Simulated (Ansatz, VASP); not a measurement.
**Two plane-wave programs on Mg3O**

```xyz
4
Lattice="4.1411 0.0000 0.0000 0.0000 4.1411 0.0000 0.0000 0.0000 4.0738" Properties=species:S:1:pos:R:3 pbc="T T T"
Mg    0.0000    2.0706    2.0369
Mg    2.0706    0.0000    2.0369
Mg    2.0706    2.0706    0.0000
O     0.0000    0.0000    0.0000
```

Alike in both runs: task relaxation of cell and atoms; functional PBE; k mesh 12 × 12 × 12; occupations gaussian, width 0.1 eV; no spin polarisation.

```csv
,VASP,Ansatz
version,VASP 6.6.1,Ansatz 0.2.0
potentials or method,"VASP PAW PBE potentials, release 64 (Mg, O), cutoff 600 eV","scalar-relativistic, plane waves, PAW"
valence electrons in the cell,12,36
```

```csv
,VASP,Ansatz,Ansatz less VASP
"gap on the k mesh at the Fermi level, each at its own relaxed structure (eV)",none,none,-
relaxed volume (Å³/atom),17.45,17.47,+0.022
relaxed cell length with the largest relative difference (Å),4.072,3.798,-0.2738
```

A gap of «none» marks a metal or a gap that the smearing closes. One of these differences is far larger than is usual between the two programs; its cause wasn't traced. VASP's potentials hold 12 valence electrons a cell and Ansatz's 36, so a difference there can come from the potentials and not from the codes.
